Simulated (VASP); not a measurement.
# GaSb4 (P4/mmm) in VASP: notebook, part 2 of 2

VASP 6.6.1. The steps go on from the part before.

### Step 4. Single point, PBE

File INCAR:

```
SYSTEM = GaSb4
ALGO = Normal
EDIFF = 1E-7
ENCUT = 520
GGA = PE
ISIF = 2
ISMEAR = 0
LASPH = .True.
LCHARG = .False.
LREAL = .False.
LWAVE = .False.
NBANDS = 24
NELM = 60
PREC = Accurate
SIGMA = 0.1
```

File KPOINTS:

```
k-points
0
Gamma
  4 4 4
  0 0 0
```

File POSCAR:

```
GaSb4
1.0
    4.4861320622      0.0000000000      0.0000000000
    0.0000000000      4.4861320622      0.0000000000
    0.0000000000      0.0000000000      7.3443225874
Ga Sb
1 4
Direct
    0.5000000000      0.5000000000      0.0000000000
    0.0000000000      0.5000000000      0.7044708781
    0.5000000000      0.0000000000      0.7044708781
    0.0000000000      0.5000000000      0.2955291219
    0.5000000000      0.0000000000      0.2955291219
```

Potentials or basis: VASP PAW PBE potentials, release 64 (Ga_d, Sb).

Run with:

```sh
$ cat potpaw_PBE.64/Ga_d/POTCAR potpaw_PBE.64/Sb/POTCAR > POTCAR
$ mpirun -np 1 vasp_std > vasp.out
```

OUTCAR:

```text
SYSTEM = GaSb4
   EDIFF = 1E-7
   ENCUT = 520
   GGA = PE
   ISIF = 2
   ISMEAR = 0
   LASPH = .True.
   LREAL = .False.
   NELM = 60
   PREC = Accurate

 ion  position               nearest neighbor table
   1  0.500  0.500  0.000-   2 3.12   3 3.12   4 3.12   5 3.12   3 3.12   5 3.12   2 3.12   4 3.12

   2  0.000  0.500  0.704-   4 3.00   1 3.12   1 3.12   3 3.17   3 3.17   3 3.17   3 3.17
   3  0.500  0.000  0.704-   5 3.00   1 3.12   1 3.12   2 3.17   2 3.17   2 3.17   2 3.17
   4  0.000  0.500  0.296-   2 3.00   1 3.12   1 3.12   5 3.17   5 3.17   5 3.17   5 3.17
   5  0.500  0.000  0.296-   3 3.00   1 3.12   1 3.12   4 3.17   4 3.17   4 3.17   4 3.17

  LATTYP: Found a simple tetragonal cell.
 ALAT       =     4.4861320622
 C/A-ratio  =     1.6371168939

  Lattice vectors:

 A1 = (   4.4861320622,   0.0000000000,   0.0000000000)
 A2 = (   0.0000000000,   4.4861320622,   0.0000000000)
 A3 = (   0.0000000000,   0.0000000000,   7.3443225874)

Analysis of symmetry for initial positions (statically):
=====================================================================
 Subroutine PRICEL returns:
 Original cell was already a primitive cell.

 Routine SETGRP: Setting up the symmetry group for a
 simple tetragonal supercell.

 Subroutine GETGRP returns: Found 16 space group operations
 (whereof 16 operations were pure point group operations)
 out of a pool of 16 trial point group operations.

The static configuration has the point symmetry D_4h.

Analysis of symmetry for dynamics (positions and initial velocities):
=====================================================================
 Subroutine PRICEL returns:
 Original cell was already a primitive cell.

 Routine SETGRP: Setting up the symmetry group for a
 simple tetragonal supercell.

 Subroutine GETGRP returns: Found 16 space group operations
 (whereof 16 operations were pure point group operations)
 out of a pool of 16 trial point group operations.

The dynamic configuration has the point symmetry D_4h.

 Subroutine INISYM returns: Found 16 space group operations
 (whereof 16 operations are pure point group operations),
 and found     1 'primitive' translations

----------------------------------------------------------------------------------------

                                     Primitive cell

  volume of cell :     147.8073

  direct lattice vectors                    reciprocal lattice vectors
     4.486132062  0.000000000  0.000000000     0.222909176  0.000000000  0.000000000
     0.000000000  4.486132062  0.000000000     0.000000000  0.222909176  0.000000000
     0.000000000  0.000000000  7.344322587     0.000000000  0.000000000  0.136159596

  length of vectors
     4.486132062  4.486132062  7.344322587     0.222909176  0.222909176  0.136159596

  position of ions in fractional coordinates (direct lattice)
     0.500000000  0.500000000  0.000000000
     0.000000000  0.500000000  0.704470878
     0.500000000  0.000000000  0.704470878
     0.000000000  0.500000000  0.295529122
     0.500000000  0.000000000  0.295529122

  ion indices of the primitive-cell ions
   primitive index   ion index
                 1           1
                 2           2
                 3           3
                 4           4
[... 25 lines left out ...]

 Found     18 irreducible k-points:

 Following reciprocal coordinates:
            Coordinates               Weight
  0.000000  0.000000  0.000000      1.000000
  0.250000  0.000000  0.000000      4.000000
  0.500000  0.000000  0.000000      2.000000
  0.250000  0.250000  0.000000      4.000000
  0.500000  0.250000  0.000000      4.000000
  0.500000  0.500000  0.000000      1.000000
[... 10 lines left out ...]
  0.500000  0.250000  0.500000      4.000000
  0.500000  0.500000  0.500000      1.000000
   k-points           NKPTS =     18   k-points in BZ     NKDIM =     18   number of bands    NBANDS=     24
   number of dos      NEDOS =    301   number of ions     NIONS =      5
   total plane-waves  NPLWV =  72576
   dimension x,y,z NGX =    36 NGY =   36 NGZ =   56
   dimension x,y,z NGXF=    72 NGYF=   72 NGZF=  112
   ions per type =               1   4
   NGX,Y,Z   is equivalent  to a cutoff of  13.34, 13.34, 12.68 a.u.
   NGXF,Y,Z  is equivalent  to a cutoff of  26.68, 26.68, 25.35 a.u.
 SYSTEM =  GaSb4
   PREC   = accura    normal or accurate (medium, high low for compatibility)
   ISTART =      0    job   : 0-new  1-cont  2-samecut
   ICHARG =      2    charge: 1-file 2-atom 10-const
   ISPIN  =      1    spin polarized calculation?
   LNONCOLLINEAR =      F non collinear calculations
   LSORBIT =      F    spin-orbit coupling
   LASPH  =      T    aspherical Exc in radial PAW
   ENCUT  =  520.0 eV  38.22 Ry    6.18 a.u.   8.34  8.34 13.66*2*pi/ulx,y,z
   NELM   =     60;   NELMIN=  2; NELMDL= -5     # of ELM steps
   EDIFF  = 0.1E-06   stopping-criterion for ELM
   LREAL  =      F    real-space projection
   EDIFFG = 0.1E-05   stopping-criterion for IOM
   NSW    =      0    number of steps for IOM
   IBRION =     -1    ionic relax: 0-MD 1-quasi-New 2-CG
   NFREE  =      0    steps in history (QN), initial steepest desc. (CG)
   ISIF   =      2    stress and relaxation
   ISYM   =      2    0-nonsym 1-usesym 2-fastsym
   POTIM  = 0.5000    time-step for ionic-motion
   TEBEG  =    0.0;   TEEND  =   0.0 temperature during run
   PSTRESS=    0.0 pullay stress
   NELECT =      33.0000    total number of electrons
   NUPDOWN=      -1.0000    fix difference up-down
   EMIN   =  10.00;   EMAX   =-10.00  energy-range for DOS
   EFERMI =   0.00;   METHOD = LEGACY
   ISMEAR =     0;   SIGMA  =   0.10  broadening in eV -4-tet -1-fermi 0-gaus
   EFERMI_NEDOS =   21; number of points for ismear=-14 and -15
   IALGO  =     38    algorithm
   IMIX   =      4    mixing-type and parameters
     AMIX     =   0.40;   BMIX     =  1.00
     AMIX_MAG =   1.60;   BMIX_MAG =  1.00
  volume/ion in A,a.u.               =      29.56       199.49
  Fermi-wavevector in a.u.,A,eV,Ry     =   0.993149  1.876779 13.420024  0.986344
  Thomas-Fermi vector in A             =   2.125010
   LORBIT       =      0    0 simple, 1 ext, 2 COOP (PROOUT), +10 PAW based schemes
   GGA     = PE    functional components
   LHFCALC =     F    Hartree Fock is set to
   AEXX    =    0.0000 exact exchange contribution
   IVDW    =     0    specifies the selected vdW correction
   LEPSILON=     F    determine dielectric tensor
   LRPA    =     F    only Hartree local field effects (RPA)
 non-spin polarized calculation
 Gauss-broadening in eV      SIGMA  =   0.10
  energy-cutoff  :      520.00
  volume of cell :      147.81
 maximum number of plane-waves:      4028
 NGX is ok and might be reduce to    36
   NGX = 17   NGY = 17   NGZ = 27

 number of electron      32.9999992 magnetization

 Free energy of the ion-electron system (eV)
  ---------------------------------------------------
  ext. energy  EPLUGINS =         0.00000000
  ---------------------------------------------------
  free energy    TOTEN  =       -18.95269076 eV

  energy without entropy =      -18.93601934  energy(sigma->0) =      -18.94435505

 E-fermi :   6.3839     XC(G=0):  -9.4546

 val. band max:        6.3435532226   @ k =   0.2500   0.2500   0.0000
 cond. band min:       6.3923973373   @ k =   0.5000   0.0000   0.0000
 fundamental gap:      0.0488441147
 Fermi energy:         6.3839321415

 k-point     1 :       0.0000    0.0000    0.0000
  band No.  band energies     occupation
      1      -8.6419      2.00000
      2      -8.6419      2.00000
      3      -8.6374      2.00000
      4      -8.6339      2.00000
      5      -8.6153      2.00000
      6      -5.8574      2.00000
[... 475 lines left out ...]
     23      11.3039      0.00000
     24      12.0261      0.00000

------------------------ aborting loop because EDIFF is reached ----------------------------------------

  FORCE on cell =-STRESS in cart. coord.  units (eV):
  Direction    XX          YY          ZZ          XY          YZ          ZX
  --------------------------------------------------------------------------------------
  -------------------------------------------------------------------------------------
  Total        0.2485644      0.2485644     -0.3230054      0.0000000      0.0000000      0.0000000
  in kB        2.6943481      2.6943481     -3.5012614      0.0000000      0.0000000      0.0000000
  external PRESSURE =       0.6291450 kB  Pullay stress =       0.0000000 kB

 VOLUME and BASIS-vectors are now :
 -----------------------------------------------------------------------------
  energy-cutoff  :      520.00
  volume of cell :      147.81
      direct lattice vectors                 reciprocal lattice vectors
     4.486132062  0.000000000  0.000000000     0.222909176  0.000000000  0.000000000
     0.000000000  4.486132062  0.000000000     0.000000000  0.222909176  0.000000000
     0.000000000  0.000000000  7.344322587     0.000000000  0.000000000  0.136159596

 POSITION                                       TOTAL-FORCE (eV/Angst)
 -----------------------------------------------------------------------------------
      2.24307      2.24307      0.00000        -0.000000      0.000000      0.000000
      0.00000      2.24307      5.17386        -0.000000     -0.000000      0.004156
      2.24307      0.00000      5.17386        -0.000000      0.000000      0.004156
      0.00000      2.24307      2.17046         0.000000     -0.000000     -0.004156
      2.24307      0.00000      2.17046         0.000000      0.000000     -0.004156
 -----------------------------------------------------------------------------------
    total drift:                                0.000000      0.000000      0.000000

  FREE ENERGIE OF THE ION-ELECTRON SYSTEM (eV)
  ---------------------------------------------------
  free  energy   TOTEN  =       -18.9526907641 eV

  energy  without entropy=      -18.9360193431  energy(sigma->0) =      -18.94435505
```

OSZICAR:

```text
N       E                     dE             d eps       ncg     rms          rms(c)
DAV:   1     0.204244184086E+03    0.20424E+03   -0.12578E+04   864   0.131E+03
DAV:   2     0.203365976045E+01   -0.20221E+03   -0.19158E+03   968   0.310E+02
DAV:   3    -0.183056251161E+02   -0.20339E+02   -0.19199E+02  1120   0.860E+01
DAV:   4    -0.189559843880E+02   -0.65036E+00   -0.64671E+00  1016   0.170E+01
DAV:   5    -0.189728282626E+02   -0.16844E-01   -0.16834E-01  1168   0.268E+00    0.390E+00
DAV:   6    -0.189546930230E+02    0.18135E-01   -0.40548E-02  1096   0.183E+00    0.225E+00
DAV:   7    -0.189516407254E+02    0.30523E-02   -0.33537E-02  1064   0.114E+00    0.151E-01
DAV:   8    -0.189523418951E+02   -0.70117E-03   -0.61651E-03  1040   0.662E-01    0.848E-02
DAV:   9    -0.189525354367E+02   -0.19354E-03   -0.39985E-04  1120   0.148E-01    0.355E-02
DAV:  10    -0.189526731179E+02   -0.13768E-03   -0.13948E-04  1048   0.535E-02    0.845E-03
DAV:  11    -0.189526852849E+02   -0.12167E-04   -0.11126E-05  1064   0.147E-02    0.397E-03
DAV:  12    -0.189526899307E+02   -0.46458E-05   -0.69500E-06  1016   0.991E-03    0.182E-03
DAV:  13    -0.189526907024E+02   -0.77164E-06   -0.81011E-07  1016   0.383E-03    0.528E-04
DAV:  14    -0.189526907641E+02   -0.61779E-07   -0.15493E-07   864   0.177E-03
   1 F= -.18952691E+02 E0= -.18944355E+02  d E =-.166714E-01
```

stdout:

```text
POSCAR found type information on POSCAR GaSb
 POSCAR found :  2 types and       5 ions
 scaLAPACK will be used
 LDA part: xc-table for (Slater+PW92), standard interpolation
 POSCAR, INCAR and KPOINTS ok, starting setup
 FFT: planning ... GRIDC
 FFT: planning ... GRID_SOFT
 FFT: planning ... GRID
 WAVECAR not read
 entering main loop
```

Wall time 32 s (1 thread of Intel Xeon 6975P-C (Granite Rapids), shared host); peak memory 0.27 GiB.

What came out:

- Free energy: -18.9527 eV
- Pressure: 0.1 GPa
- Largest force: 0.004 eV/Å
- Band gap on the k mesh: zero (an odd number of electrons rules out a gap without spin polarisation)

Forces in eV/Å, atoms in the order of the input:
```
Ga   0.000  0.000  0.000
Sb   0.000  0.000  0.004
Sb   0.000  0.000  0.004
Sb   0.000  0.000 -0.004
Sb   0.000  0.000 -0.004
```

Levels at points of the mesh, in eV from the Fermi level:
| k point | band 14 | band 15 | band 16 | band 17 | band 18 | band 19 |
| --- | --- | --- | --- | --- | --- | --- |
| (0.00, 0.00, 0.00) | -2.22 | -1.10 | -1.02 | -0.38 | 1.67 | 1.67 |
| (0.50, 0.00, 0.00) | -1.31 | -0.93 | -0.49 | -0.28 | 0.01 | 0.30 |
| (0.50, 0.50, 0.00) | -3.61 | -3.61 | -2.93 | 2.11 | 2.49 | 2.49 |
| (0.00, 0.00, 0.50) | -2.81 | -2.81 | -0.11 | 1.15 | 1.70 | 2.58 |
| (0.50, 0.00, 0.50) | -1.29 | -1.25 | -1.18 | -1.05 | -0.76 | -0.23 |
| (0.50, 0.50, 0.50) | -1.99 | -1.99 | -1.41 | -0.78 | -0.78 | 1.51 |

Caveat: spin-orbit coupling is left out, which moves the levels of the heavy elements; an odd number of electrons without spin polarisation forces a metal; a magnetic or distorted state may lie lower.

### Step 5. Summary

```tsv
cell	k mesh	gap on the mesh (eV)	pressure (GPa)	largest force (eV/Å)
a = 4.486, b = 4.486, c = 7.344 Å, 5 atoms, atomic positions A	4 × 4 × 2	none	0.0	0.01
a = 4.505, b = 4.505, c = 7.831 Å, 5 atoms, atomic positions B	4 × 4 × 2	none	-3.3	0.22
a = 4.486, b = 4.486, c = 7.344 Å, 5 atoms, atomic positions A	4 × 4 × 4	none	0.1	-
```

Alike in all rows: task single point; level PBE; potentials or basis VASP PAW PBE potentials, release 64 (Ga_d, Sb); no spin polarisation; cutoff (eV) 520; smearing gaussian 0.1 eV.

Caveats: some runs use coarse meshes; spin-orbit coupling is left out, which moves the levels of the heavy elements; an odd number of electrons without spin polarisation forces a metal; a magnetic or distorted state may lie lower.

Absolute energies hang on the potentials; compare differences alone.

The gap in the log of VASP goes by the Fermi energy; the results here count the filled bands.